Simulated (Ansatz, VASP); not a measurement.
Given: the input of a run of Ansatz 0.2.0 on CdF2.

File input.yaml:

```yaml
crystal:
  lattice:
    - [0.0, 2.7468369436, 2.7468369436]
    - [2.7468369436, 0.0, 2.7468369436]
    - [2.7468369436, 2.7468369436, 0.0]
  atoms:
    - { symbol: Cd, position: [0.0, 0.0, 0.0] }
    - { symbol: F, position: [0.75, 0.75, 0.75] }
    - { symbol: F, position: [0.25, 0.25, 0.25] }
hamiltonian:
  xc: r2scan
  pseudopotentials: { kind: paw }
kpoints:
  mp_grid: { grid: [9, 9, 9] }
scf:
  occupations: { method: fermi_dirac, width: 0.05 }
output:
  forces: true
  stress: true
  eigenvalues: true
```

Potentials or basis: Ansatz PAW.

Launch:

```console
$ ansatz run input.yaml --threads 2 --pin off --max-ram 5632MiB --backend cpu --events-out ev --progress --plain --runs-dir out
```

**Question.** Set up the same calculation for VASP 6.6.1. Potentials there: VASP PAW PBE potentials, release 64 (Cd_sv_GW, F).

**Answer.** As run (the cutoff follows the program's own potentials):

File POSCAR:

```
CdF2
1.0
    0.0000000000      2.7468369436      2.7468369436
    2.7468369436      0.0000000000      2.7468369436
    2.7468369436      2.7468369436      0.0000000000
Cd F
1 2
Direct
    0.0000000000      0.0000000000      0.0000000000
    0.7500000000      0.7500000000      0.7500000000
    0.2500000000      0.2500000000      0.2500000000
```

Contents of INCAR.step1:

```
SYSTEM = CdF2
PREC = Accurate ; ENCUT = 660
ISMEAR = -1 ; SIGMA = 0.05
LREAL = .FALSE. ; LASPH = .TRUE.
NELM = 120 ; NBANDS = 24
GGA = PE ; ALGO = Normal
EDIFF = 1E-5 ; LWAVE = .TRUE.
LCHARG = .FALSE. ; GGA_COMPAT = .FALSE.
```

The input INCAR.step2:

```
SYSTEM = CdF2
PREC = Accurate ; ENCUT = 660
EDIFF = 1E-6 ; ISMEAR = -1
SIGMA = 0.05 ; LREAL = .FALSE.
LASPH = .TRUE. ; NELM = 120
ALGO = Normal ; ISIF = 2
LWAVE = .FALSE. ; LCHARG = .FALSE.
METAGGA = R2SCAN ; LMIXTAU = .TRUE.
NBANDS = 24 ; ISTART = 1
GGA_COMPAT = .FALSE.
```

KPOINTS

```
Automatic mesh
0
G
  9 9 9
  0 0 0
```

Potentials or basis: VASP PAW PBE potentials, release 64 (Cd_sv_GW, F).

Command:

```console
$ cat potpaw_PBE.64/Cd_sv_GW/POTCAR potpaw_PBE.64/F/POTCAR > POTCAR
$ cp INCAR.step1 INCAR
$ mpirun -np 1 vasp_std > vasp.out
$ cp INCAR.step2 INCAR
$ mpirun -np 1 vasp_std > vasp.out
```

Both were run:

|  | VASP | Ansatz | Ansatz less VASP |
| --- | --- | --- | --- |
| gap on the k mesh at the Fermi level (eV) | 3.60 | 3.61 | +0.007 |
| least direct gap on the mesh (eV) | 4.16 | 4.16 | +0.003 |
| pressure (GPa) | -6.2 | -5.7 | +0.51 |

VASP's potentials were made for PBE, not for r2SCAN. The functional is the same, so the differences come from potentials, cutoffs and numerics.

Noted on Ansatz's run: odd divisions of the mesh miss points on the zone boundary, where band edges often lie, so the gap on the mesh can be too wide.
